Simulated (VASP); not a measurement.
Here is a VASP 6.6.1 calculation.

INCAR

```
  ALGO = Normal
  EDIFF = 1E-6
  ENCUT = 600
  GGA_COMPAT = F
  ISIF = 2
  ISMEAR = 0
  LASPH = T
  LCHARG = F
  LREAL = F
  LWAVE = F
  NBANDS = 18
  NELM = 120
  PREC = Accurate
  SIGMA = 0.1
```

KPOINTS

```
k-points
0
Gamma
  6 6 6
```

POSCAR

```
HfO2
1.0
    0.0000000000      2.5008001766      2.5008001766
    2.5008001766      0.0000000000      2.5008001766
    2.5008001766      2.5008001766      0.0000000000
Hf O
1 2
Direct
    0.0000000000      0.0000000000      0.0000000000
    0.2500000000      0.2500000000      0.2500000000
    0.7500000000      0.7500000000      0.7500000000
```

Potentials or basis: VASP PAW LDA potentials, release 64 (Hf_pv, O).

The run is started by

```bash
$ cat potpaw_LDA.64/Hf_pv/POTCAR potpaw_LDA.64/O/POTCAR > POTCAR
$ mpirun -np 1 vasp_std > vasp.out
```

(1) Estimate the pressure.

(2) What does it give for the band gap on the k mesh?

## Answers

(1) -3.6 GPa.

(2) 3.70 eV.

Caveat: the cell stands under tension; spin-orbit coupling is left out, which moves the levels of the heavy elements.
